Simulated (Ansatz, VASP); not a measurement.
# One calculation of BN, two programs

```
B N
1.0
     0.00000    1.84092    1.78930
     1.84092    0.00000    1.78930
     1.84092    1.84092    0.00000
B N
1 1
Direct
  0.00000 0.00000 0.00000
  0.25000 0.25000 0.25000
```

Change from the starting cell: epitaxial_xy strain +2.0%.

Alike in both runs: task single point; functional PBE; k mesh 12 × 12 × 12; occupations fermi-dirac, width 0.02 eV; no spin polarisation.

```csv
,VASP,Ansatz
version,VASP 6.6.1,Ansatz 0.2.0
potentials or method,"VASP PAW PBE potentials, release 64 (B, N)","plane waves, PAW"
plane-wave cutoff (eV),520,420
valence electrons in the cell,8,8
```

VASP gave:

| Item | Value |
| --- | --- |
| gap on the k mesh at the Fermi level (eV) | 3.95 |
| pressure (GPa) | -6.5 |
| traceless stress, the component that is largest in VASP (GPa) | 10.93 |

Q: What did Ansatz give for the same quantities?

A: gap on the k mesh at the Fermi level (eV): 3.96; pressure (GPa): -6.7; traceless stress, the component that is largest in VASP (GPa): 10.92.
